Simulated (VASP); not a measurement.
Write the native input for VASP 6.6.1 that does the following.

- Task: single point
- Functional: PBEsol
- Potentials or basis: VASP PAW PBE potentials, release 64 (W_sv)
- Cutoff: 520 eV
- k mesh: 9 × 6 × 6
- Occupations: fermi-dirac, width 0.05 eV
- Spin: no spin polarisation
- Dipole correction: no
- Further INCAR settings: ALGO = Fast; EDIFF = 1e-07; NBANDS = 36

The structure of W lies in POSCAR:

```
W
1.0
    2.8647674019      0.0000000000      0.0000000000
    0.0000000000      4.9592642186      0.0000000000
    0.0000000000      0.0000000000      5.0202625557
W
4
Direct
    0.7931720000      0.9368430000      0.7500000000
    0.2068280000      0.4368430000      0.7500000000
    0.2068280000      0.0631570000      0.2500000000
    0.7931720000      0.5631570000      0.2500000000
```

This cell differs from its parent crystal: volume scaled by 1.06.

These files were run (other wordings do the same):

INCAR

```
PREC = Accurate
ENCUT = 520
EDIFF = 1E-7
ISMEAR = -1
SIGMA = 0.05
LREAL = False
LASPH = True
NELM = 60
ALGO = Fast
ISIF = 2
LWAVE = False
LCHARG = False
GGA = PS
NBANDS = 36
```

KPOINTS

```
Automatic mesh
0
Gamma
  9 6 6
```

Potentials or basis: VASP PAW PBE potentials, release 64 (W_sv).

The run is started by

```sh
$ cat potpaw_PBE.64/W_sv/POTCAR > POTCAR
$ mpirun -np 1 vasp_std > vasp.out
```

It gave:

The pressure is -23.4 GPa, the largest force is 0.214 eV/Å and the band gap on the k mesh is zero (band 28 reaches 10.15 eV, above the bottom of band 29 at 9.03 eV).

Caveat: the PAW data sets were made with another functional, which shifts forces and pressure a little; spin-orbit coupling is left out, which moves the levels of the heavy elements.

It took 6.7 min on 1 thread of Intel Xeon 8259CL, with other jobs on the host, peak memory 0.29 GiB.
